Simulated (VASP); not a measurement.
# NaH (Fm-3m) in VASP: notebook, part 3 of 3

VASP 6.6.1. The steps go on from the part before.

**5. Vibrations by perturbation theory, PBEsol**

This run uses another cell than the first one, of 13.75 Å³/atom.

File INCAR:

```
SYSTEM = NaH
PREC = Accurate ; ENCUT = 520
EDIFF = 1E-8 ; ISMEAR = 0
SIGMA = 0.01 ; LREAL = .False.
LASPH = .True. ; NELM = 60
ALGO = Normal ; ISIF = 2
LWAVE = .False. ; LCHARG = .True.
GGA = PS ; IBRION = 8
NSW = 1
```

File KPOINTS:

```
Automatic mesh
0
Gamma
  8 8 8
  0 0 0
```

File POSCAR:

```
NaH
1.0
    2.3956768457      2.3956768457      0.0000000000
   -2.3956768457      2.3956768457      0.0000000000
    0.0000000000      2.3956768457      2.3956768457
Na H
1 1
Direct
    0.0000000000      0.0000000000      0.0000000000
    0.5000000000      0.5000000000      0.0000000000
```

Potentials or basis: VASP PAW PBE potentials, release 64 (Na_pv, H).

Started as:

```sh
$ cat potpaw_PBE.64/Na_pv/POTCAR potpaw_PBE.64/H/POTCAR > POTCAR
$ mpirun -np 1 vasp_std > vasp.out
```

OUTCAR:

```text
SYSTEM = NaH
   PREC = Accurate
   ENCUT = 520
   EDIFF = 1E-8
   ISMEAR = 0
   LREAL = .False.
   LASPH = .True.
   NELM = 60
   ISIF = 2
   GGA = PS
   IBRION = 8
   NSW = 1

 ion  position               nearest neighbor table
   1  0.000  0.000  0.000-
   2  0.500  0.500  0.000-

  LATTYP: Found a face centered cubic cell.
 ALAT       =     4.7913536914

  Lattice vectors:

 A1 = (   0.0000000000,   2.3956768457,   2.3956768457)
 A2 = (   2.3956768457,   0.0000000000,   2.3956768457)
 A3 = (   2.3956768457,   2.3956768457,   0.0000000000)

Analysis of symmetry for initial positions (statically):
=====================================================================
 Subroutine PRICEL returns:
 Original cell was already a primitive cell.

 Routine SETGRP: Setting up the symmetry group for a
 face centered cubic supercell.
[... 491 lines left out ...]

------------------------ aborting loop because EDIFF is reached ----------------------------------------

 INTERNAL STRAIN TENSOR  FOR ION    2  DIRECTION 1   (eV/Angst):
 -----------------------------------------------------------------------------
    -0.00746  0.00000  0.00000
    -0.00000  0.00422 -0.00000
    -0.00000 -0.00000  0.00422

 INTERNAL STRAIN TENSOR FOR ION    2 for displacements in x,y,z  (eV/Angst):
          X           Y           Z          XY          YZ          ZX
  --------------------------------------------------------------------------------
  x     0.00000     0.00000     0.00000     0.00000     0.00000     0.00000
  y     0.00000     0.00000     0.00000     0.00000     0.00000     0.00000
  z     0.00000     0.00000     0.00000     0.00000     0.00000     0.00000

 SECOND DERIVATIVES (NOT SYMMETRIZED)
 ------------------------------------
               1X          1Y          1Z          2X          2Y          2Z
  1X    -0.947353   -0.000000    0.000000    0.947353    0.000000   -0.000000
  1Y     0.000000   -0.947353   -0.000000   -0.000000    0.947353    0.000000
  1Z    -0.000000   -0.000000   -0.947353    0.000000    0.000000    0.947353
  2X     0.972697    0.000000   -0.000000   -0.972697   -0.000000    0.000000
  2Y    -0.000000    0.972697    0.000000    0.000000   -0.972697   -0.000000
  2Z    -0.000000   -0.000000    0.972697    0.000000    0.000000   -0.972697

 Eigenvectors and eigenvalues of the dynamical matrix
 ----------------------------------------------------

   1 f  =   15.741665 THz    98.907798 2PiTHz  525.085422 cm-1    65.102266 meV
             X         Y         Z           dx          dy          dz
      0.000000  0.000000  0.000000     0.000000    0.000000   -0.201614
      0.000000  2.395677  0.000000    -0.000000    0.000000    0.979465
[... 21 lines left out ...]
   6 f/i=    0.041033 THz     0.257819 2PiTHz    1.368717 cm-1     0.169699 meV
             X         Y         Z           dx          dy          dz
      0.000000  0.000000  0.000000    -0.000438    0.022278   -0.979212
      0.000000  2.395677  0.000000    -0.000090    0.004586   -0.201562

--------------------------------------------------------------------------------------------------------

 ELASTIC MODULI CONTR FROM IONIC RELAXATION (kBar)
 Direction    XX          YY          ZZ          XY          YZ          ZX
 --------------------------------------------------------------------------------
 XX           0.0000      0.0000      0.0000      0.0000      0.0000      0.0000
 YY           0.0000      0.0000      0.0000      0.0000      0.0000      0.0000
 ZZ           0.0000      0.0000      0.0000      0.0000      0.0000      0.0000
 XY           0.0000      0.0000      0.0000      0.0000      0.0000      0.0000
 YZ           0.0000      0.0000      0.0000      0.0000      0.0000      0.0000
 ZX           0.0000      0.0000      0.0000      0.0000      0.0000      0.0000
 --------------------------------------------------------------------------------
```

stdout:

```text
POSCAR found type information on POSCAR NaH
 POSCAR found :  2 types and       2 ions
 scaLAPACK will be used
 -----------------------------------------------------------------------------
|                                                                             |
|                                                                             |
|     You enforced a specific xc type in the INCAR file but a different       |
|     I HOPE YOU KNOW WHAT YOU ARE DOING!                                     |
|                                                                             |
 -----------------------------------------------------------------------------

 LDA part: xc-table for (Slater+PW92), standard interpolation
 POSCAR, INCAR and KPOINTS ok, starting setup
 FFT: planning ... GRIDC
 FFT: planning ... GRID_SOFT
 FFT: planning ... GRID
 WAVECAR not read
 entering main loop
 Linear response reoptimize wavefunctions to high precision
 Linear response DOF=           2
 Linear response progress:
 first order change of Fermi-energy  -0.13633E-03
 force on displaced ion       1 direction 1 :  -0.947   0.000  -0.000
 Linear response progress:
 first order change of Fermi-energy   0.10265E-03
 force on displaced ion       2 direction 1 :  -0.973  -0.000  -0.000
 Linear response finished
```

It took 89 s on 1 thread of Intel Xeon 8259CL, shared host; peak memory 0.18 GiB.

What came out:

```
Highest phonon frequency at Γ : 525 cm⁻¹
```

Phonon frequencies in cm⁻¹ (negative: imaginary):
| q point | frequencies |
| --- | --- |
| (0.000, 0.000, 0.000) | -1 -1 -1 525 525 525 |

Caveat: the PAW data sets were made with another functional, which shifts forces and pressure a little.

**6. Vibrations by perturbation theory, PBEsol**

This run uses another cell than the first one, of 15.17 Å³/atom.

File INCAR:

```
SYSTEM = NaH
PREC = Accurate ; ENCUT = 520
EDIFF = 1E-8 ; ISMEAR = 0
SIGMA = 0.01 ; LREAL = .FALSE.
LASPH = .TRUE. ; NELM = 100
ALGO = Normal ; ISIF = 2
LWAVE = .FALSE. ; LCHARG = .FALSE.
GGA = PS ; IBRION = 8
NSW = 1
```

File KPOINTS:

```
regular mesh
0
G
  8 8 8
  0 0 0
```

File POSCAR:

```
NaH
1.0
    2.4756394241      2.4756394241      0.0000000000
   -2.4756394241      2.4756394241      0.0000000000
    0.0000000000      2.4756394241      2.4756394241
Na H
1 1
Direct
    0.0000000000      0.0000000000      0.0000000000
    0.5000000000      0.5000000000      0.0000000000
```

Potentials or basis: VASP PAW PBE potentials, release 64 (Na_pv, H).

Started as:

```sh
$ cat potpaw_PBE.64/Na_pv/POTCAR potpaw_PBE.64/H/POTCAR > POTCAR
$ mpirun -np 1 vasp_std > vasp.out
```

OUTCAR:

```text
SYSTEM = NaH
   PREC = Accurate
   ENCUT = 520
   EDIFF = 1E-8
   ISMEAR = 0
   LREAL = .FALSE.
   LASPH = .TRUE.
   NELM = 100
   ISIF = 2
   GGA = PS
   IBRION = 8
   NSW = 1

 ion  position               nearest neighbor table
   1  0.000  0.000  0.000-
   2  0.500  0.500  0.000-

  LATTYP: Found a face centered cubic cell.
 ALAT       =     4.9512788482

  Lattice vectors:

 A1 = (   0.0000000000,   2.4756394241,   2.4756394241)
 A2 = (   2.4756394241,   0.0000000000,   2.4756394241)
 A3 = (   2.4756394241,   2.4756394241,   0.0000000000)

Analysis of symmetry for initial positions (statically):
=====================================================================
 Subroutine PRICEL returns:
 Original cell was already a primitive cell.

 Routine SETGRP: Setting up the symmetry group for a
 face centered cubic supercell.

 Subroutine GETGRP returns: Found 48 space group operations
 (whereof 48 operations were pure point group operations)
 out of a pool of 48 trial point group operations.

The static configuration has the point symmetry O_h .

Analysis of symmetry for dynamics (positions and initial velocities):
=====================================================================
 Subroutine PRICEL returns:
 Original cell was already a primitive cell.

 Routine SETGRP: Setting up the symmetry group for a
 face centered cubic supercell.

 Subroutine GETGRP returns: Found 48 space group operations
[... 449 lines left out ...]
      0.00000      2.47564      0.00000        -0.000000      0.000000      0.000000
 -----------------------------------------------------------------------------------
    total drift:                               -0.000000     -0.000000     -0.000000

  FREE ENERGIE OF THE ION-ELECTRON SYSTEM (eV)
  ---------------------------------------------------
  free  energy   TOTEN  =        -5.0680095472 eV

  energy  without entropy=       -5.0680095472  energy(sigma->0) =       -5.06800955

[... ionic steps 2 to 3 ...]

--------------------------------------- Ionic step        4  -------------------------------------------

------------------------ aborting loop because EDIFF is reached ----------------------------------------

[... ionic steps 5 to 6 ...]

--------------------------------------- Ionic step        7  -------------------------------------------

 Free energy of the ion-electron system (eV)
  ---------------------------------------------------
  ---------------------------------------------------
  free energy    TOTEN  =        -0.01671167 eV

  energy without entropy =       -0.01671167

------------------------ aborting loop because EDIFF is reached ----------------------------------------

 INTERNAL STRAIN TENSOR  FOR ION    2  DIRECTION 1   (eV/Angst):
 -----------------------------------------------------------------------------
    -0.00644  0.00000 -0.00000
     0.00000  0.00388 -0.00000
    -0.00000 -0.00000  0.00388

 INTERNAL STRAIN TENSOR FOR ION    2 for displacements in x,y,z  (eV/Angst):
          X           Y           Z          XY          YZ          ZX
  --------------------------------------------------------------------------------
  x     0.00000     0.00000     0.00000     0.00000     0.00000     0.00000
  y     0.00000     0.00000     0.00000     0.00000     0.00000     0.00000
  z     0.00000     0.00000     0.00000     0.00000     0.00000     0.00000

 SECOND DERIVATIVES (NOT SYMMETRIZED)
 ------------------------------------
               1X          1Y          1Z          2X          2Y          2Z
  1X    -0.643302    0.000000    0.000000    0.643302    0.000000    0.000000
  1Y     0.000000   -0.643302    0.000000    0.000000    0.643302    0.000000
  1Z     0.000000    0.000000   -0.643302    0.000000    0.000000    0.643302
  2X     0.645021    0.000000    0.000000   -0.645021    0.000000    0.000000
  2Y     0.000000    0.645021    0.000000    0.000000   -0.645021    0.000000
  2Z     0.000000    0.000000    0.645021    0.000000    0.000000   -0.645021

 Eigenvectors and eigenvalues of the dynamical matrix
 ----------------------------------------------------

   1 f  =   12.825053 THz    80.582187 2PiTHz  427.797733 cm-1    53.040135 meV
             X         Y         Z           dx          dy          dz
      0.000000  0.000000  0.000000     0.000000    0.203906    0.000000
      0.000000  2.475639  0.000000     0.000000   -0.978990    0.000000
[... 21 lines left out ...]
   6 f/i=    0.003417 THz     0.021467 2PiTHz    0.113967 cm-1     0.014130 meV
             X         Y         Z           dx          dy          dz
      0.000000  0.000000  0.000000     0.000000   -0.978990    0.000000
      0.000000  2.475639  0.000000     0.000000   -0.203906    0.000000

--------------------------------------------------------------------------------------------------------

 ELASTIC MODULI CONTR FROM IONIC RELAXATION (kBar)
 Direction    XX          YY          ZZ          XY          YZ          ZX
 --------------------------------------------------------------------------------
 XX           0.0000      0.0000      0.0000      0.0000      0.0000      0.0000
 YY           0.0000      0.0000      0.0000      0.0000      0.0000      0.0000
 ZZ           0.0000      0.0000      0.0000      0.0000      0.0000      0.0000
 XY           0.0000      0.0000      0.0000      0.0000      0.0000      0.0000
 YZ           0.0000      0.0000      0.0000      0.0000      0.0000      0.0000
 ZX           0.0000      0.0000      0.0000      0.0000      0.0000      0.0000
 --------------------------------------------------------------------------------
```

OSZICAR:

```text
N       E                     dE             d eps       ncg     rms          rms(c)
DAV:   1     0.155132193100E+02    0.15513E+02   -0.49503E+03   464   0.104E+03
DAV:   2    -0.501889190185E+01   -0.20532E+02   -0.20532E+02   520   0.126E+02
DAV:   3    -0.543556823453E+01   -0.41668E+00   -0.41668E+00   608   0.242E+01
DAV:   4    -0.543714932767E+01   -0.15811E-02   -0.15811E-02   592   0.136E+00
[... 34 lines left out ...]
RMM:   6    -0.167124016419E-01    0.61458E-05   -0.38897E-08  1741   0.224E-03    0.137E-04
RMM:   7    -0.167112639937E-01    0.11376E-05   -0.20802E-09  1822   0.413E-04    0.249E-05
RMM:   8    -0.167116842570E-01   -0.42026E-06   -0.14661E-10  1720   0.105E-04    0.729E-06
RMM:   9    -0.167116603508E-01    0.23906E-07   -0.74751E-12  1691   0.197E-05    0.887E-07
RMM:  10    -0.167116659664E-01   -0.56156E-08   -0.23803E-13  1692   0.548E-06    0.181E-07
 Linear response finished
```

stdout:

```text
POSCAR found type information on POSCAR NaH
 POSCAR found :  2 types and       2 ions
 scaLAPACK will be used
 -----------------------------------------------------------------------------
|                                                                             |
|                                                                             |
|     You enforced a specific xc type in the INCAR file but a different       |
|     I HOPE YOU KNOW WHAT YOU ARE DOING!                                     |
|                                                                             |
 -----------------------------------------------------------------------------

 LDA part: xc-table for (Slater+PW92), standard interpolation
 POSCAR, INCAR and KPOINTS ok, starting setup
 FFT: planning ... GRIDC
 FFT: planning ... GRID_SOFT
 FFT: planning ... GRID
 WAVECAR not read
 entering main loop
 Linear response reoptimize wavefunctions to high precision
 Linear response DOF=           2
 Linear response progress:
 first order change of Fermi-energy  -0.11600E-03
 force on displaced ion       1 direction 1 :  -0.643   0.000   0.000
 Linear response progress:
 first order change of Fermi-energy   0.15219E-03
 force on displaced ion       2 direction 1 :  -0.645   0.000   0.000
 Linear response finished
```

Wall time 80 s (1 thread of Intel Xeon 8259CL, shared host); peak memory 0.19 GiB.

Results:

```
Highest phonon frequency at Γ : 428 cm⁻¹
```

Phonon frequencies in cm⁻¹ (negative: imaginary):
| q point | frequencies |
| --- | --- |
| (0.000, 0.000, 0.000) | 0 0 0 428 428 428 |

Caveat: the cell stands under pressure or tension, which shifts response properties; the PAW data sets were made with another functional, which shifts forces and pressure a little.
